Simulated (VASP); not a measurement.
# TiC (CsCl type) (Pm-3m) in VASP: notebook

TiC (CsCl type) is run at these levels: PBE; tasks: relaxation of cell and atoms.

Everything below comes from runs of VASP 6.6.1. Logs are shortened: lines on timing, memory, paths and dates and some standing lists are left out, and cuts for length are marked.

### Step 1. The cell of the first run

It takes space group Pm-3m (No. 221, cubic). The conventional cell has a = 2.550 Å, b = 2.550 Å, c = 2.550 Å, α = 90.00°, β = 90.00°, γ = 90.00°. Within 2.9 Å of Ti (site symmetry m-3m) lie 8 C at 2.21 Å and 6 Ti at 2.55 Å. C (site symmetry m-3m) has 8 Ti at 2.21 Å and 6 C at 2.55 Å within 2.9 Å.

### Step 2. Relaxation of cell and atoms, PBE, target pressure 51 GPa, at which the enthalpy is minimised

File INCAR:

```
PREC     = Accurate       # precision mode
ENCUT    = 600            # plane-wave cutoff, eV
EDIFF    = 1E-6           # SCF threshold, eV
ISMEAR   = -1             # smearing method
SIGMA    = 0.08           # smearing width, eV
LREAL    = F              # projectors in reciprocal space
LASPH    = T              # aspherical terms in the spheres
NELM     = 60             # most SCF steps
ALGO     = Normal         # electronic algorithm
ISIF     = 3              # what is computed and relaxed
LWAVE    = F              # write WAVECAR
LCHARG   = F              # write CHGCAR
GGA      = PE             # functional
IBRION   = 2              # ionic algorithm
NSW      = 60             # ionic steps
EDIFFG   = -0.005         # ionic threshold
PSTRESS  = 510.0
```

File KPOINTS:

```
regular mesh
0
Gamma
  15 15 15
```

File POSCAR:

```
TiC
1.0
    2.5496657904      0.0000000000      0.0000000000
    0.0000000000      2.5496657904      0.0000000000
    0.0000000000      0.0000000000      2.5496657904
Ti C
1 1
Direct
    0.0000000000      0.0000000000      0.0000000000
    0.5000000000      0.5000000000      0.5000000000
```

Potentials or basis: VASP PAW PBE potentials, release 64 (Ti_sv, C).

Run with:

```console
cat potpaw_PBE.64/Ti_sv/POTCAR potpaw_PBE.64/C/POTCAR > POTCAR
mpirun -np 1 vasp_std > vasp.out
```

OUTCAR:

```text
PREC = Accurate
   ENCUT = 600
   EDIFF = 1E-6
   ISMEAR = -1
   LREAL = F
   LASPH = T
   NELM = 60
   ISIF = 3
   GGA = PE
   IBRION = 2
   NSW = 60
   EDIFFG = -0.005
   PSTRESS = 510.0

 ion  position               nearest neighbor table
   1  0.000  0.000  0.000-   2 2.21   2 2.21   2 2.21   2 2.21   2 2.21   2 2.21   2 2.21   2 2.21

   2  0.500  0.500  0.500-   1 2.21   1 2.21   1 2.21   1 2.21   1 2.21   1 2.21   1 2.21   1 2.21

  LATTYP: Found a simple cubic cell.
 ALAT       =     2.5496657904

  Lattice vectors:

 A1 = (   2.5496657904,   0.0000000000,   0.0000000000)
 A2 = (   0.0000000000,   2.5496657904,   0.0000000000)
 A3 = (   0.0000000000,   0.0000000000,   2.5496657904)

Analysis of symmetry for initial positions (statically):
=====================================================================
 Subroutine PRICEL returns:
 Original cell was already a primitive cell.

 Routine SETGRP: Setting up the symmetry group for a
 simple cubic supercell.

 Subroutine GETGRP returns: Found 48 space group operations
 (whereof 48 operations were pure point group operations)
 out of a pool of 48 trial point group operations.

The static configuration has the point symmetry O_h .

Analysis of symmetry for dynamics (positions and initial velocities):
=====================================================================
 Subroutine PRICEL returns:
 Original cell was already a primitive cell.

 Routine SETGRP: Setting up the symmetry group for a
 simple cubic supercell.

 Subroutine GETGRP returns: Found 48 space group operations
 (whereof 48 operations were pure point group operations)
 out of a pool of 48 trial point group operations.

The dynamic configuration has the point symmetry O_h .

 Subroutine INISYM returns: Found 48 space group operations
 (whereof 48 operations are pure point group operations),
 and found     1 'primitive' translations

----------------------------------------------------------------------------------------

                                     Primitive cell

  volume of cell :      16.5749

  direct lattice vectors                    reciprocal lattice vectors
     2.549665790  0.000000000  0.000000000     0.392208267  0.000000000  0.000000000
     0.000000000  2.549665790  0.000000000     0.000000000  0.392208267  0.000000000
     0.000000000  0.000000000  2.549665790     0.000000000  0.000000000  0.392208267

  length of vectors
     2.549665790  2.549665790  2.549665790     0.392208267  0.392208267  0.392208267

[... 98 lines left out ...]
   IMIX   =      4    mixing-type and parameters
     AMIX     =   0.40;   BMIX     =  1.00
     AMIX_MAG =   1.60;   BMIX_MAG =  1.00
  volume/ion in A,a.u.               =       8.29        55.93
  Fermi-wavevector in a.u.,A,eV,Ry     =   1.617949  3.057481 35.616785  2.617760
  Thomas-Fermi vector in A             =   2.712291
   LORBIT       =      0    0 simple, 1 ext, 2 COOP (PROOUT), +10 PAW based schemes
   GGA     = PE    functional components
   LHFCALC =     F    Hartree Fock is set to
   AEXX    =    0.0000 exact exchange contribution
   IVDW    =     0    specifies the selected vdW correction
   LEPSILON=     F    determine dielectric tensor
   LRPA    =     F    only Hartree local field effects (RPA)
 conjugate gradient relaxation of ions
 non-spin polarized calculation
  energy-cutoff  :      600.00
  volume of cell :       16.57
 maximum number of plane-waves:       565
   NGX = 11   NGY = 11   NGZ = 11

--------------------------------------- Ionic step        1  -------------------------------------------

 number of electron      16.0000009 magnetization

 Free energy of the ion-electron system (eV)
  ---------------------------------------------------
  ext. energy  EPLUGINS =         0.00000000
  ---------------------------------------------------
  free energy    TOTEN  =       -15.86106582 eV

  energy without entropy =      -15.81007631  energy(sigma->0) =      -15.83557106

------------------------ aborting loop because EDIFF is reached ----------------------------------------

  FORCE on cell =-STRESS in cart. coord.  units (eV):
  Direction    XX          YY          ZZ          XY          YZ          ZX
  --------------------------------------------------------------------------------------
  -------------------------------------------------------------------------------------
  Total        6.0188775      6.0188775      6.0188775      0.0000000      0.0000000     -0.0000000
  in kB      581.8034815    581.8034815    581.8034815      0.0000000      0.0000000     -0.0000000
  external PRESSURE =      71.8034815 kB  Pullay stress =     510.0000000 kB
[... 63 lines left out ...]
--------------------------------------- Ionic step        3  -------------------------------------------

 number of electron      16.0000007 magnetization

 Free energy of the ion-electron system (eV)
  ---------------------------------------------------
  ext. energy  EPLUGINS =         0.00000000
  ---------------------------------------------------
  free energy    TOTEN  =       -15.96142101 eV

  energy without entropy =      -15.90987276  energy(sigma->0) =      -15.93564688

 E-fermi :  12.2264     XC(G=0): -13.7768

 val. band max:       12.2190399244   @ k =   0.3333   0.2000   0.0667
 cond. band min:      12.2295983790   @ k =   0.4667   0.2000   0.1333
 fundamental gap:      0.0105584547
 Fermi energy:        12.2264137490

 k-point     1 :       0.0000    0.0000    0.0000
  band No.  band energies     occupation
      1     -44.2285      2.00000
      2     -19.9109      2.00000
      3     -19.9109      2.00000
      4     -19.9109      2.00000
      5      -1.7194      2.00000
      6      10.1800      2.00000
      7      10.1800      2.00000
      8      13.9985      0.00000
      9      13.9985      0.00000
     10      13.9985      0.00000
     11      16.2370      0.00000
     12      16.2370      0.00000
[... 331 lines left out ...]
 k-point    24 :       0.3333    0.2000    0.0000
  band No.  band energies     occupation
      1     -44.0303      2.00000
      2     -20.7979      2.00000
      3     -20.2333      2.00000
      4     -19.7768      2.00000
      5       0.9380      2.00000
      6       7.4081      2.00000
      7       9.8470      2.00000
      8      11.9739      1.91832
      9      12.1242      1.56403
     10      15.4476      0.00000
     11      16.2757      0.00000
     12      18.3279      0.00000

 [... further k-points ...]

------------------------ aborting loop because EDIFF is reached ----------------------------------------

  FORCE on cell =-STRESS in cart. coord.  units (eV):
  Direction    XX          YY          ZZ          XY          YZ          ZX
  --------------------------------------------------------------------------------------
  -------------------------------------------------------------------------------------
  Total        5.3625080      5.3625080      5.3625080     -0.0000000      0.0000000     -0.0000000
  in kB      509.2961690    509.2961690    509.2961690     -0.0000000      0.0000000     -0.0000000
  external PRESSURE =      -0.7038310 kB  Pullay stress =     510.0000000 kB
[... 21 lines left out ...]
  energy  without entropy=      -15.9098727602  energy(sigma->0) =      -15.93564688

  enthalpy is  TOTEN    =       -10.5915022325 eV   P V=        5.3699187727

 reached required accuracy - stopping structural energy minimisation
```

It took 27 s on 1 thread of Intel Xeon 6975P-C (Granite Rapids), shared host; peak memory 0.15 GiB.

What came out:

| Property | Result |
| --- | --- |
| Free energy | -15.9614 eV |
| Relaxed volume | 8.43 Å³/atom |
| Relaxed cell | a = 2.565 Å, b = 2.565 Å, c = 2.565 Å, α = 90.00°, β = 90.00°, γ = 90.00° |
| Space group after relaxing (to 0.05 Å) | Pm-3m (No. 221) |
| Energy change on relaxing (the enthalpy is what falls) | -50.2 meV/atom |
| Ionic steps | 3 |
| Pressure after relaxing | 50.9 GPa |
| Band gap on the k mesh | zero (band 8 reaches 14.00 eV, above the bottom of band 9 at 11.20 eV) |

Step by step:
| step | energy change (eV) | largest force (eV/Å) | pressure (GPa) | volume (Å³) |
| --- | --- | --- | --- | --- |
| 1 | 0.0000 | 0.0000 | 58.18 | 16.57 |
| 2 | -0.2685 | 0.0000 | 37.48 | 17.48 |
| 3 | -0.1004 | 0.0000 | 50.93 | 16.87 |

Final structure:
```
Ti C
1.0
     2.56470    0.00000    0.00000
     0.00000    2.56470    0.00000
     0.00000    0.00000    2.56470
Ti C
1 1
Direct
  0.00000 0.00000 0.00000
  0.50000 0.50000 0.50000
```

Caveat: the cell is relaxed towards a set pressure, so the enthalpy falls and the energy may rise.

### Step 3. Relaxation of cell and atoms, PBE, target pressure 51 GPa, at which the enthalpy is minimised

This run uses another cell than the first one, of 8.43 Å³/atom, 1.017 times its volume.

File INCAR:

```
SYSTEM = TiC
PREC = Accurate
ENCUT = 600
EDIFF = 1E-7
ISMEAR = -1
SIGMA = 0.08
LREAL = .FALSE.
LASPH = .TRUE.
NELM = 80
ALGO = Normal
ISIF = 3
LWAVE = .FALSE.
LCHARG = .FALSE.
GGA = PE
IBRION = 2
NSW = 32
EDIFFG = -0.005
PSTRESS = 510.0
```

File KPOINTS:

```
Automatic mesh
0
G
  15 15 15
  0 0 0
```

File POSCAR:

```
TiC
1.0
    2.5642139564      0.0000000000      0.0000000000
    0.0000000000      2.5642139564      0.0000000000
    0.0000000000      0.0000000000      2.5642139564
Ti C
1 1
Direct
    0.0000000000      0.0000000000      0.0000000000
    0.5000000000      0.5000000000      0.5000000000
```

Potentials or basis: VASP PAW PBE potentials, release 64 (Ti_sv, C).

Run with:

```console
cat potpaw_PBE.64/Ti_sv/POTCAR potpaw_PBE.64/C/POTCAR > POTCAR
mpirun -np 1 vasp_std > vasp.out
```

OUTCAR:

```text
SYSTEM = TiC
   PREC = Accurate
   ENCUT = 600
   EDIFF = 1E-7
   ISMEAR = -1
   LREAL = .FALSE.
   LASPH = .TRUE.
   NELM = 80
   ISIF = 3
   GGA = PE
   IBRION = 2
   NSW = 32
   EDIFFG = -0.005
   PSTRESS = 510.0

 ion  position               nearest neighbor table
   1  0.000  0.000  0.000-   2 2.22   2 2.22   2 2.22   2 2.22   2 2.22   2 2.22   2 2.22   2 2.22

   2  0.500  0.500  0.500-   1 2.22   1 2.22   1 2.22   1 2.22   1 2.22   1 2.22   1 2.22   1 2.22

  LATTYP: Found a simple cubic cell.
 ALAT       =     2.5642139564

  Lattice vectors:

 A1 = (   2.5642139564,   0.0000000000,   0.0000000000)
 A2 = (   0.0000000000,   2.5642139564,   0.0000000000)
 A3 = (   0.0000000000,   0.0000000000,   2.5642139564)

Analysis of symmetry for initial positions (statically):
=====================================================================
 Subroutine PRICEL returns:
 Original cell was already a primitive cell.

 Routine SETGRP: Setting up the symmetry group for a
 simple cubic supercell.

 Subroutine GETGRP returns: Found 48 space group operations
 (whereof 48 operations were pure point group operations)
 out of a pool of 48 trial point group operations.

The static configuration has the point symmetry O_h .

Analysis of symmetry for dynamics (positions and initial velocities):
=====================================================================
 Subroutine PRICEL returns:
 Original cell was already a primitive cell.
[... 231 lines left out ...]

 number of electron      16.0000007 magnetization

 Free energy of the ion-electron system (eV)
  ---------------------------------------------------
  ext. energy  EPLUGINS =         0.00000000
  ---------------------------------------------------
  free energy    TOTEN  =       -15.96072758 eV

  energy without entropy =      -15.90918481  energy(sigma->0) =      -15.93495620

 E-fermi :  12.2294     XC(G=0): -13.7780

 val. band max:       12.2219125579   @ k =   0.3333   0.2000   0.0667
 cond. band min:      12.2326883086   @ k =   0.4667   0.2000   0.1333
 fundamental gap:      0.0107757507
 Fermi energy:        12.2294027471

 k-point     1 :       0.0000    0.0000    0.0000
  band No.  band energies     occupation
      1     -44.2254      2.00000
      2     -19.9074      2.00000
      3     -19.9074      2.00000
      4     -19.9074      2.00000
      5      -1.7174      2.00000
      6      10.1821      2.00000
      7      10.1821      2.00000
      8      14.0017      0.00000
      9      14.0017      0.00000
     10      14.0017      0.00000
     11      16.2409      0.00000
     12      16.2409      0.00000
[... 331 lines left out ...]
 k-point    24 :       0.3333    0.2000    0.0000
  band No.  band energies     occupation
      1     -44.0269      2.00000
      2     -20.7949      2.00000
      3     -20.2299      2.00000
      4     -19.7732      2.00000
      5       0.9404      2.00000
      6       7.4106      2.00000
      7       9.8497      2.00000
      8      11.9767      1.91847
      9      12.1271      1.56453
     10      15.4513      0.00000
     11      16.2796      0.00000
     12      18.3326      0.00000

 [... further k-points ...]

------------------------ aborting loop because EDIFF is reached ----------------------------------------

  FORCE on cell =-STRESS in cart. coord.  units (eV):
  Direction    XX          YY          ZZ          XY          YZ          ZX
  --------------------------------------------------------------------------------------
  -------------------------------------------------------------------------------------
  Total        5.3634985      5.3634985      5.3634985      0.0000000      0.0000000     -0.0000000
  in kB      509.4995292    509.4995292    509.4995292      0.0000000      0.0000000     -0.0000000
  external PRESSURE =      -0.5004708 kB  Pullay stress =     510.0000000 kB
[... 21 lines left out ...]
  energy  without entropy=      -15.9091848098  energy(sigma->0) =      -15.93495620

  enthalpy is  TOTEN    =       -10.5919606399 eV   P V=        5.3687669427

 reached required accuracy - stopping structural energy minimisation
```

CONTCAR:

```text
TiC
   1.00000000000000
     2.5645134787717137   -0.0000000000000000    0.0000000000000000
     0.0000000000000000    2.5645134787717137   -0.0000000000000000
     0.0000000000000000    0.0000000000000000    2.5645134787717137
  Ti              C
     1     1
Direct
     0.0000000000000000    0.0000000000000000    0.0000000000000000
     0.5000000000000000    0.5000000000000000    0.5000000000000000

  0.00000000E+00  0.00000000E+00  0.00000000E+00
  0.00000000E+00  0.00000000E+00  0.00000000E+00
```

Wall time 29 s (1 thread of Intel Xeon 6975P-C (Granite Rapids), shared host); peak memory 0.15 GiB.

Results:

```yaml
Free_energy: -15.9607 eV
Relaxed_volume: 8.43 Å³/atom
Relaxed_cell: a = 2.565 Å, b = 2.565 Å, c = 2.565 Å, α = 90.00°, β = 90.00°, γ = 90.00°
Space_group_after_relaxing_to_0.05_Å: Pm-3m (No. 221)
Energy_change_on_relaxing_the_enthalpy_is_what_falls: -0.9 meV/atom
Ionic_steps: 3
Pressure_after_relaxing: 50.9 GPa
Band_gap_on_the_k_mesh: zero (band 8 reaches 14.00 eV, above the bottom of band 9 at 11.20 eV)
```

The path:
```csv
step,energy change (eV),largest force (eV/Å),pressure (GPa),volume (Å³)
1,0.0000,0.0000,51.10,16.86
2,-0.0041,0.0000,50.83,16.87
3,-0.0019,0.0000,50.95,16.87
```

Final structure:
```
Ti C
1.0
     2.56451    0.00000    0.00000
     0.00000    2.56451    0.00000
     0.00000    0.00000    2.56451
Ti C
1 1
Direct
  0.00000 0.00000 0.00000
  0.50000 0.50000 0.50000
```

Caveat: the cell is relaxed towards a set pressure, so the enthalpy falls and the energy may rise.
